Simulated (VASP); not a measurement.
# TeO (P6_3/mmc) in VASP: further runs

TeO is run at these levels: PBE; tasks: single point, relaxation of cell and atoms.

All numbers are computed with VASP 6.6.1; they aren't measurements. Logs are shortened: lines on timing, memory, paths and dates and some standing lists are left out, and cuts for length are marked.

**1. The cell of the first run**

Symmetry: P6_3/mmc, No. 194, hexagonal system. Conventional cell: a = 3.778 Å, b = 3.778 Å, c = 5.872 Å, α = 90.00°, β = 90.00°, γ = 120.00°. Within 3.5 Å of Te (site symmetry -3m) lie 6 O at 2.63 Å and 2 Te at 2.94 Å. Within 3.5 Å of O (site symmetry -6m2) lie 6 Te at 2.63 Å.

**2. Single point, PBE**

Input file INCAR:

```
ALGO = Normal ; EDIFF = 1E-6
ENCUT = 600 ; GGA = PE
GGA_COMPAT = False ; ISIF = 2
ISMEAR = 0 ; LASPH = True
LCHARG = False ; LREAL = False
LWAVE = False ; NBANDS = 20
NELM = 120 ; PREC = Accurate
SIGMA = 0.1
```

Input file KPOINTS:

```
k-points
0
Gamma
  15 15 8
```

Input file POSCAR:

```
TeO
1.0
    3.7782919213     -0.0000000028      0.0000000000
   -1.8891459582      3.2720967882      0.0000000000
    0.0000000000      0.0000000000      5.8723398892
Te O
2 2
Direct
    0.0000000000      0.0000000000      0.0000000000
    0.0000000000      0.0000000000      0.5000000000
    0.3333333333      0.6666666667      0.2500000000
    0.6666666667      0.3333333333      0.7500000000
```

Potentials or basis: VASP PAW PBE potentials, release 64 (Te, O).

Started as:

```console
> cat potpaw_PBE.64/Te/POTCAR potpaw_PBE.64/O/POTCAR > POTCAR
> mpirun -np 1 vasp_std > vasp.out
```

OUTCAR:

```text
EDIFF = 1E-6
   ENCUT = 600
   GGA = PE
   ISIF = 2
   ISMEAR = 0
   LASPH = True
   LREAL = False
   NELM = 120
   PREC = Accurate

 ion  position               nearest neighbor table
   1  0.000  0.000  0.000-   3 2.63   4 2.63   4 2.63   3 2.63   4 2.63   3 2.63   2 2.94   2 2.94

   2  0.000  0.000  0.500-   3 2.63   4 2.63   4 2.63   3 2.63   4 2.63   3 2.63   1 2.94   1 2.94

   3  0.333  0.667  0.250-   1 2.63   2 2.63   1 2.63   2 2.63   1 2.63   2 2.63
   4  0.667  0.333  0.750-   1 2.63   2 2.63   1 2.63   2 2.63   1 2.63   2 2.63

  LATTYP: Found a hexagonal cell.
 ALAT       =     3.7782919213
 C/A-ratio  =     1.5542313859

  Lattice vectors:

 A1 = (   3.7782919213,  -0.0000000028,   0.0000000000)
 A2 = (  -1.8891459582,   3.2720967882,   0.0000000000)
 A3 = (   0.0000000000,   0.0000000000,   5.8723398892)

Analysis of symmetry for initial positions (statically):
=====================================================================
 Subroutine PRICEL returns:
 Original cell was already a primitive cell.

 Routine SETGRP: Setting up the symmetry group for a
 hexagonal supercell.

 Subroutine GETGRP returns: Found 24 space group operations
 (whereof 12 operations were pure point group operations)
 out of a pool of 24 trial point group operations.

The static configuration has the point symmetry D_3d.
 The point group associated with its full space group is D_6h.

Analysis of symmetry for dynamics (positions and initial velocities):
=====================================================================
 Subroutine PRICEL returns:
 Original cell was already a primitive cell.

 Routine SETGRP: Setting up the symmetry group for a
 hexagonal supercell.

 Subroutine GETGRP returns: Found 24 space group operations
 (whereof 12 operations were pure point group operations)
 out of a pool of 24 trial point group operations.

The dynamic configuration has the point symmetry D_3d.
 The point group associated with its full space group is D_6h.

 Subroutine INISYM returns: Found 24 space group operations
 (whereof 12 operations are pure point group operations),
 and found     1 'primitive' translations

----------------------------------------------------------------------------------------

                                     Primitive cell

  volume of cell :      72.5994

  direct lattice vectors                    reciprocal lattice vectors
     3.778291921 -0.000000003  0.000000000     0.264669862  0.152807216  0.000000000
    -1.889145958  3.272096788  0.000000000     0.000000000  0.305614432  0.000000000
     0.000000000  0.000000000  5.872339889     0.000000000  0.000000000  0.170289871

  length of vectors
     3.778291921  3.778291921  5.872339889     0.305614432  0.305614432  0.170289871

  position of ions in fractional coordinates (direct lattice)
     0.000000000  0.000000000  0.000000000
     0.000000000  0.000000000  0.500000000
     0.333333333  0.666666667  0.250000000
     0.666666667  0.333333333  0.750000000

  ion indices of the primitive-cell ions
   primitive index   ion index
                 1           1
                 2           2
                 3           3
                 4           4

----------------------------------------------------------------------------------------

 KPOINTS: k-points

Automatic generation of k-mesh.
 Grid dimensions read from file:
 generate k-points for:   15   15    8

 Generating k-lattice:

  Cartesian coordinates                     Fractional coordinates (reciprocal lattice)
     0.017644657  0.010187148  0.000000000     0.066666667  0.000000000  0.000000000
     0.000000000  0.020374295  0.000000000    -0.000000000  0.066666667  0.000000000
     0.000000000  0.000000000  0.021286234     0.000000000  0.000000000  0.125000000

  Length of vectors
     0.020374295  0.020374295  0.021286234

  Shift w.r.t. Gamma in fractional coordinates (k-lattice)
     0.000000000  0.000000000  0.000000000

 Subroutine IBZKPT returns following result:
 ===========================================

 Found    135 irreducible k-points:

 Following reciprocal coordinates:
            Coordinates               Weight
  0.000000  0.000000  0.000000      1.000000
  0.066667  0.000000  0.000000      6.000000
  0.133333  0.000000  0.000000      6.000000
  0.200000  0.000000  0.000000      6.000000
  0.266667  0.000000  0.000000      6.000000
  0.333333  0.000000  0.000000      6.000000
[... 16 lines left out ...]
  0.333333  0.200000  0.000000     12.000000
  0.400000  0.200000  0.000000      6.000000
 [... further k-points ...]
   k-points           NKPTS =    135   k-points in BZ     NKDIM =    135   number of bands    NBANDS=     20
   number of dos      NEDOS =    301   number of ions     NIONS =      4
   total plane-waves  NPLWV =  43200
   dimension x,y,z NGX =    30 NGY =   30 NGZ =   48
   dimension x,y,z NGXF=    60 NGYF=   60 NGZF=   96
   ions per type =               2   2
   NGX,Y,Z   is equivalent  to a cutoff of  13.20, 13.20, 13.59 a.u.
   NGXF,Y,Z  is equivalent  to a cutoff of  26.40, 26.40, 27.18 a.u.
 SYSTEM =  unknown system
   PREC   = accura    normal or accurate (medium, high low for compatibility)
   ISTART =      0    job   : 0-new  1-cont  2-samecut
   ICHARG =      2    charge: 1-file 2-atom 10-const
   ISPIN  =      1    spin polarized calculation?
   LNONCOLLINEAR =      F non collinear calculations
   LSORBIT =      F    spin-orbit coupling
   LASPH  =      T    aspherical Exc in radial PAW
   ENCUT  =  600.0 eV  44.10 Ry    6.64 a.u.   7.55  7.55 11.73*2*pi/ulx,y,z
   NELM   =    120;   NELMIN=  2; NELMDL= -5     # of ELM steps
   EDIFF  = 0.1E-05   stopping-criterion for ELM
   LREAL  =      F    real-space projection
   EDIFFG = 0.1E-04   stopping-criterion for IOM
   NSW    =      0    number of steps for IOM
   IBRION =     -1    ionic relax: 0-MD 1-quasi-New 2-CG
   NFREE  =      0    steps in history (QN), initial steepest desc. (CG)
   ISIF   =      2    stress and relaxation
   ISYM   =      2    0-nonsym 1-usesym 2-fastsym
   POTIM  = 0.5000    time-step for ionic-motion
   TEBEG  =    0.0;   TEEND  =   0.0 temperature during run
   PSTRESS=    0.0 pullay stress
   NELECT =      24.0000    total number of electrons
   NUPDOWN=      -1.0000    fix difference up-down
[... 15 lines left out ...]
   IVDW    =     0    specifies the selected vdW correction
   LEPSILON=     F    determine dielectric tensor
   LRPA    =     F    only Hartree local field effects (RPA)
 non-spin polarized calculation
 Gauss-broadening in eV      SIGMA  =   0.10
  energy-cutoff  :      600.00
  volume of cell :       72.60
 maximum number of plane-waves:      2456
   NGX = 15   NGY = 15   NGZ = 23

 number of electron      24.0000000 magnetization

 Free energy of the ion-electron system (eV)
  ---------------------------------------------------
  ext. energy  EPLUGINS =         0.00000000
  ---------------------------------------------------
  free energy    TOTEN  =       -14.97103191 eV

  energy without entropy =      -14.95763723  energy(sigma->0) =      -14.96433457

 E-fermi :   7.3578     XC(G=0): -10.2932

 val. band max:        7.3548808297   @ k =   0.4000   0.0000   0.1250
 cond. band min:       7.3586458017   @ k =   0.4000   0.0000   0.1250
 fundamental gap:      0.0037649720
 Fermi energy:         7.3577558660

 k-point     1 :       0.0000    0.0000    0.0000
  band No.  band energies     occupation
      1     -11.6395      2.00000
      2     -10.8138      2.00000
      3      -4.4359      2.00000
      4      -4.3455      2.00000
      5       2.3624      2.00000
      6       3.2028      2.00000
[... 12 lines left out ...]
     19      15.0391      0.00000
     20      15.6621      0.00000

 k-point     2 :       0.0667    0.0000    0.0000
  band No.  band energies     occupation
      1     -11.6140      2.00000
      2     -10.8056      2.00000
      3      -4.4856      2.00000
      4      -4.2997      2.00000
      5       2.1393      2.00000
      6       3.1062      2.00000
[... 12 lines left out ...]
     19      15.1145      0.00000
     20      16.6125      0.00000

 k-point     3 :       0.1333    0.0000    0.0000
  band No.  band energies     occupation
      1     -11.5398      2.00000
      2     -10.7830      2.00000
      3      -4.6262      2.00000
      4      -4.1646      2.00000
      5       1.6812      2.00000
      6       2.8863      2.00000
[... 12 lines left out ...]
     19      15.3369      0.00000
     20      16.7096      0.00000

 k-point     4 :       0.2000    0.0000    0.0000
  band No.  band energies     occupation
      1     -11.4240      2.00000
      2     -10.7514      2.00000
      3      -4.8346      2.00000
      4      -3.9476      2.00000
      5       1.1971      2.00000
      6       2.6293      2.00000
[... 12 lines left out ...]
     19      15.6936      0.00000
     20      16.6241      0.00000

 k-point     5 :       0.2667    0.0000    0.0000
  band No.  band energies     occupation
      1     -11.2788      2.00000
      2     -10.7192      2.00000
      3      -5.0773      2.00000
      4      -3.6640      2.00000
      5       0.7625      2.00000
      6       2.3836      2.00000
[... 12 lines left out ...]
     19      16.1567      0.00000
     20      16.3984      0.00000

 k-point     6 :       0.3333    0.0000    0.0000
  band No.  band energies     occupation
      1     -11.1216      2.00000
      2     -10.6976      2.00000
      3      -5.3145      2.00000
      4      -3.3437      2.00000
      5       0.4124      2.00000
      6       2.1786      2.00000
[... 12 lines left out ...]
     19      16.1172      0.00000
     20      16.6707      0.00000

 k-point     7 :       0.4000    0.0000    0.0000
  band No.  band energies     occupation
      1     -10.9744      2.00000
      2     -10.6978      2.00000
      3      -5.5046      2.00000
      4      -3.0415      2.00000
      5       0.1677      2.00000
      6       1.7617      2.00000
[... 12 lines left out ...]
     19      15.8689      0.00000
     20      17.1374      0.00000
[... 277 lines left out ...]
 k-point    20 :       0.4000    0.1333    0.0000
  band No.  band energies     occupation
      1     -10.8384      2.00000
      2     -10.7092      2.00000
      3      -5.6522      2.00000
      4      -2.7703      2.00000
      5       0.1251      2.00000
      6       1.5450      2.00000
[... 12 lines left out ...]
     19      16.2770      0.00000
     20      16.4171      0.00000

 k-point    21 :       0.2000    0.2000    0.0000
  band No.  band energies     occupation
      1     -11.0887      2.00000
      2     -10.6857      2.00000
      3      -5.3643      2.00000
      4      -3.2684      2.00000
      5       0.4615      2.00000
      6       2.3007      2.00000
[... 12 lines left out ...]
     19      16.6440      0.00000
     20      17.3621      0.00000

 k-point    22 :       0.2667    0.2000    0.0000
  band No.  band energies     occupation
      1     -10.9567      2.00000
      2     -10.6771      2.00000
      3      -5.5396      2.00000
      4      -2.9832      2.00000
      5       0.3129      2.00000
      6       1.9613      2.00000
[... 12 lines left out ...]
     19      16.6667      0.00000
     20      17.3641      0.00000

 k-point    23 :       0.3333    0.2000    0.0000
  band No.  band energies     occupation
      1     -10.8464      2.00000
      2     -10.6880      2.00000
      3      -5.6611      2.00000
      4      -2.7572      2.00000
      5       0.2297      2.00000
      6       1.7343      2.00000
[... 12 lines left out ...]
     19      16.5175      0.00000
     20      17.2507      0.00000

 k-point    24 :       0.4000    0.2000    0.0000
  band No.  band energies     occupation
      1     -10.7919      2.00000
      2     -10.7066      2.00000
      3      -5.7047      2.00000
      4      -2.6685      2.00000
      5       0.2036      2.00000
      6       1.6549      2.00000
[... 12 lines left out ...]
     19      16.4163      0.00000
     20      17.2022      0.00000

 [... further k-points ...]
[... 5 lines left out ...]
  --------------------------------------------------------------------------------------
  -------------------------------------------------------------------------------------
  Total       -0.1804759     -0.1804759     -0.1836576     -0.0000000      0.0000000     -0.0000000
  in kB       -3.9828766     -3.9828766     -4.0530938     -0.0000000      0.0000000     -0.0000000
  external PRESSURE =      -4.0062823 kB  Pullay stress =       0.0000000 kB

 VOLUME and BASIS-vectors are now :
 -----------------------------------------------------------------------------
  energy-cutoff  :      600.00
  volume of cell :       72.60
      direct lattice vectors                 reciprocal lattice vectors
     3.778291921 -0.000000003  0.000000000     0.264669862  0.152807216  0.000000000
    -1.889145958  3.272096788  0.000000000     0.000000000  0.305614432  0.000000000
     0.000000000  0.000000000  5.872339889     0.000000000  0.000000000  0.170289871

 POSITION                                       TOTAL-FORCE (eV/Angst)
 -----------------------------------------------------------------------------------
      0.00000      0.00000      0.00000         0.000000      0.000000     -0.000000
      0.00000      0.00000      2.93617         0.000000      0.000000     -0.000000
      0.00000      2.18140      1.46808        -0.000000      0.000000     -0.000000
      1.88915      1.09070      4.40425        -0.000000     -0.000000      0.000000
 -----------------------------------------------------------------------------------
    total drift:                               -0.000000      0.000000     -0.000000

  FREE ENERGIE OF THE ION-ELECTRON SYSTEM (eV)
  ---------------------------------------------------
  free  energy   TOTEN  =       -14.9710319090 eV

  energy  without entropy=      -14.9576372262  energy(sigma->0) =      -14.96433457
```

Run time: 2 min. Hardware: 1 thread of Intel Xeon 6975P-C (Granite Rapids), shared host; peak memory 0.34 GiB.

What came out:

- Free energy: -14.9710 eV
- Pressure: -0.4 GPa
- Band gap on the k mesh: zero (band 12 reaches 7.81 eV, above the bottom of band 13 at 6.96 eV)

Levels at points of the mesh, in eV from the Fermi level:
```csv
k point,band 10,band 11,band 12,band 13,band 14,band 15
"(0.00, 0.00, 0.00)",-3.56,-1.90,0.41,0.41,0.98,0.98
"(0.00, 0.00, 0.50)",-3.84,-0.14,-0.14,0.53,0.53,0.53
```

Caveat: spin-orbit coupling is left out, which moves the levels of the heavy elements.

**3. Relaxation of cell and atoms, PBE**

This run uses another cell than the first one, of 18.10 Å³/atom, 0.997 times its volume.

Input file INCAR:

```
SYSTEM = TeO
  PREC = Accurate
  ENCUT = 600
  EDIFF = 1E-7
  ISMEAR = 0
  SIGMA = 0.1
  LREAL = .FALSE.
  LASPH = .TRUE.
  NELM = 120
  ALGO = Normal
  ISIF = 3
  LWAVE = .FALSE.
  LCHARG = .FALSE.
  GGA = PE
  IBRION = 2
  NSW = 100
  EDIFFG = -0.01
  GGA_COMPAT = .FALSE.
  NELMIN = 4
```

Input file KPOINTS:

```
Automatic mesh
0
G
  15 15 8
  0 0 0
```

Input file POSCAR:

```
TeO
1.0
    3.8826044500      0.0000000000      0.0000000000
   -1.9413022200      3.3624340900      0.0000000000
    0.0000000000      0.0000000000      5.5465782200
Te O
2 2
Direct
    0.0000000000      0.0000000000      0.0000000000
    0.0000000000      0.0000000000      0.5000000000
    0.3333333300      0.6666666700      0.2500000000
    0.6666666700      0.3333333300      0.7500000000
```

Potentials or basis: VASP PAW PBE potentials, release 64 (Te, O).

Started as:

```console
> cat potpaw_PBE.64/Te/POTCAR potpaw_PBE.64/O/POTCAR > POTCAR
> mpirun -np 1 vasp_std > vasp.out
```

Wall time 5 min (1 thread of Intel Xeon 6975P-C (Granite Rapids), shared host); peak memory 0.35 GiB.

The run converged. Its results:

```
Free energy                            : -14.9716 eV
Relaxed volume                         : 18.08 Å³/atom
Relaxed cell                           : a = 3.771 Å, b = 3.771 Å, c = 5.871 Å, α = 90.00°, β = 90.00°, γ = 120.00°
Space group after relaxing (to 0.05 Å) : P6_3/mmc (No. 194)
Energy gained by relaxing              : 31.4 meV/atom
Ionic steps                            : 7
Pressure after relaxing                : 0.0 GPa
Band gap on the k mesh                 : zero (band 12 reaches 7.88 eV, above the bottom of band 13 at 7.02 eV)
```

Step by step:
```
step  energy change (eV)  largest force (eV/Å)  pressure (GPa)  volume (Å³)
   1              0.0000                0.0000            1.87        72.41
   2             -0.1033                0.0000           -2.33        74.56
   3             -0.1034                0.0000           -2.22        74.48
   4             -0.1251                0.0000            0.28        72.15
   5             -0.1251                0.0000            0.26        72.17
   6             -0.1257                0.0000            0.04        72.27
   7             -0.1258                0.0000           -0.04        72.31
```

Final structure:
```xyz
4
Lattice="3.7713 0.0000 0.0000 -1.8856 3.2660 0.0000 0.0000 0.0000 5.8708" Properties=species:S:1:pos:R:3 pbc="T T T"
Te    0.0000    0.0000    0.0000
Te    0.0000    0.0000    2.9354
O     0.0000    2.1773    1.4677
O     1.8856    1.0887    4.4031
```

Levels at points of the mesh, in eV from the Fermi level:
```csv
k point,band 10,band 11,band 12,band 13,band 14,band 15
"(0.00, 0.00, 0.00)",-3.59,-1.90,0.41,0.41,0.99,0.99
"(0.00, 0.00, 0.50)",-3.86,-0.14,-0.14,0.54,0.54,0.54
```

Caveat: spin-orbit coupling is left out, which moves the levels of the heavy elements.

**4. Single point, PBE**

This run uses another cell than the first one, of 18.10 Å³/atom, 0.997 times its volume.

Input file INCAR:

```
SYSTEM = TeO
  PREC = Accurate
  ENCUT = 600
  EDIFF = 1E-6
  ISMEAR = 0
  SIGMA = 0.1
  LREAL = .False.
  LASPH = .True.
  NELM = 120
  ALGO = Normal
  ISIF = 2
  LWAVE = .False.
  LCHARG = .False.
  GGA = PE
  NBANDS = 20
  GGA_COMPAT = .False.
```

Input file KPOINTS:

```
Automatic mesh
0
Gamma
  6 6 4
  0 0 0
```

POSCAR is that of step 3.

Started as:

```console
> cat potpaw_PBE.64/Te/POTCAR potpaw_PBE.64/O/POTCAR > POTCAR
> mpirun -np 1 vasp_std > vasp.out
```

Run time: 19 s. Hardware: 1 thread of Intel Xeon 6975P-C (Granite Rapids), shared host; peak memory 0.21 GiB.

The run converged. Its results:

* Free energy: -14.7981 eV
* Pressure: 2.3 GPa
* Band gap on the k mesh: zero (band 12 reaches 7.42 eV, above the bottom of band 13 at 6.54 eV)

Stress tensor (GPa, compression positive):
```
-2.15  0.00  0.00
 0.00 -2.15  0.00
 0.00  0.00 11.07
```

Levels at points of the mesh, in eV from the Fermi level:
```
           k point  band 8  band 9  band 10  band 11  band 12  band 13  band 14  band 15  band 16  band 17
(0.00, 0.00, 0.00)   -3.63   -3.63    -3.13    -1.87     0.08     0.08     0.99     0.99     5.29     5.64
(0.50, 0.00, 0.00)   -3.95   -3.44    -3.08    -2.55    -0.05    -0.02     1.52     1.53     4.14     5.63
(0.00, 0.00, 0.50)   -3.95   -3.90    -3.90     0.07     0.07     0.24     0.24     0.24     0.24     7.16
(0.50, 0.00, 0.50)   -4.77   -3.48    -3.48    -0.10    -0.10     0.28     0.28     1.02     1.02     6.00
```

Caveat: spin-orbit coupling is left out, which moves the levels of the heavy elements.

**5. Overview**

| task | cell | k mesh | gap on the mesh (eV) | pressure (GPa) |
| --- | --- | --- | --- | --- |
| single point | a = 3.778, b = 3.778, c = 5.872 Å, angles 90.0, 90.0, 120.0°, 4 atoms | 15 × 15 × 8 | none | -0.4 |
| relaxation of cell and atoms | relaxed from a = 3.883, b = 3.883, c = 5.547 Å, angles 90.0, 90.0, 120.0°, 4 atoms | 15 × 15 × 8 | none | 0.0 |
| single point | a = 3.883, b = 3.883, c = 5.547 Å, angles 90.0, 90.0, 120.0°, 4 atoms | 6 × 6 × 4 | none | 2.3 |

Alike in all rows: level PBE; potentials or basis VASP PAW PBE potentials, release 64 (Te, O); no spin polarisation; cutoff (eV) 600; smearing gaussian 0.1 eV.

Caveats: spin-orbit coupling is left out, which moves the levels of the heavy elements.

Total energies depend on the potentials used, so only differences within one code and one set of settings carry meaning.
